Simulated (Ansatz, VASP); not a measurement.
Two plane-wave programs on F

```
F
1.0
     9.00000    0.00000    0.00000
     0.00000    9.50000    0.00000
     0.00000    0.00000   10.00000
F
2
Direct
  0.50000 0.50000 0.43011
  0.50000 0.50000 0.56989
```

Alike in both runs: functional PBEsol; k mesh 1 × 1 × 1; occupations gaussian, width 0.02 eV; no spin polarisation.

Ansatz relaxed the structure, and its values are those at the end. VASP's run is a single point on that final structure, the one shown.

|  | VASP | Ansatz |
| --- | --- | --- |
| version | VASP 6.6.1 | Ansatz 0.2.0 |
| potentials or method | VASP PAW PBE potentials, release 64 (F_h), cutoff 910 eV | plane waves, PAW |
| valence electrons in the cell | 14 | 14 |

```csv
,VASP,Ansatz,Ansatz less VASP
rms of the force components (eV/Å),0.024,0.008,-0.0160
```

VASP's potentials were made for PBE, not for PBEsol. With one functional, cell and mesh, what is left measures potentials, basis and numerics. Ansatz's warnings: stress scf threshold loose.

Noted on VASP's run: the cutoff is short for stress, so the pressure is rough.
